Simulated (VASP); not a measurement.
# Mo: relaxation of cell and atoms with PBE

Mo:

```
Mo
1.0
     2.73386    0.00000    0.00000
    -1.36693    2.36760    0.00000
     0.00000    0.00000    4.42886
Mo
2
Direct
  0.33333 0.66667 0.25000
  0.66667 0.33333 0.75000
```

This isn't the form of Mo at room conditions, which is bcc.

| Item | Value |
| --- | --- |
| Program | VASP 6.6.1 |
| Task | relaxation of cell and atoms |
| Functional | PBE |
| Potentials or basis | VASP PAW PBE potentials, release 64 (Mo_sv) |
| Cutoff | 600 eV |
| k mesh | 16 × 16 × 9 |
| Occupations | fermi-dirac, width 0.05 eV |
| Spin | no spin polarisation |
| Target pressure | 31 GPa |
| Dipole correction | no |
| Further INCAR settings | ALGO = Normal; EDIFF = 1e-07; IBRION = 2; EDIFFG = -0.005; NSW = 60; ISIF = 3 |

```yaml
Relaxed_volume: 14.50 Å³/atom
Relaxed_cell: a = 2.676 Å, b = 2.676 Å, c = 4.676 Å, α = 90.00°, β = 90.00°, γ = 120.00°
Space_group_after_relaxing_to_0.1_Å: P6_3/mmc (No. 194)
Energy_change_on_relaxing_the_run_minimises_the_enthalpy: -49.4 meV/atom
Ionic_steps: 15
Pressure_after_relaxing: 31.0 GPa
Band_gap_on_the_k_mesh: zero (bands 14 and 15 overlap by 2.29 eV)
```

Step by step:
```csv
step,energy change (eV),largest force (eV/Å),pressure (GPa),volume (Å³)
1,0.0000,0.0000,33.15,28.67
2,-0.1428,0.0000,23.67,29.47
3,-0.0370,0.0000,30.86,28.85
4,-0.0401,0.0000,30.81,28.86
5,-0.0510,0.0000,30.76,28.90
6,-0.0776,0.0000,30.93,28.95
7,-0.0844,0.0000,31.89,29.01
8,-0.0928,0.0000,31.12,28.98
9,-0.0959,0.0000,31.26,28.99
10,-0.0954,0.0000,31.21,28.99
11,-0.0956,0.0000,31.24,28.99
12,-0.1510,0.0000,27.37,29.30
13,-0.1006,0.0000,30.91,29.02
14,-0.0917,0.0000,31.36,28.97
15,-0.0988,0.0000,31.00,29.01
```

Final structure:
```cif
data_structure
_symmetry_space_group_name_H-M 'P 1'
_symmetry_Int_Tables_number 1
_cell_length_a 2.6763
_cell_length_b 2.6763
_cell_length_c 4.6761
_cell_angle_alpha 90.000
_cell_angle_beta 90.000
_cell_angle_gamma 120.000
_cell_volume 29.01
loop_
_atom_site_label
_atom_site_type_symbol
_atom_site_fract_x
_atom_site_fract_y
_atom_site_fract_z
_atom_site_occupancy
Mo1 Mo 0.33333 0.66667 0.25000 1
Mo2 Mo 0.66667 0.33333 0.75000 1
```

Levels at points of the mesh, in eV from the Fermi level:
```csv
k point,band 11,band 12,band 13,band 14,band 15,band 16,band 17,band 18
"(0.00, 0.00, 0.00)",-1.83,-0.83,-0.83,-0.21,-0.21,1.10,1.47,1.47
"(0.50, 0.00, 0.00)",-4.50,-1.22,-0.67,-0.25,-0.12,4.31,4.99,5.31
```

Wall time 4.1 min on 1 thread of Intel(R) Xeon(R) 6975P-C (Granite Rapids), on a shared host, peak memory 0.22 GiB.

Caveat: the cell is relaxed towards a set pressure, so the run minimises the enthalpy, not the energy.
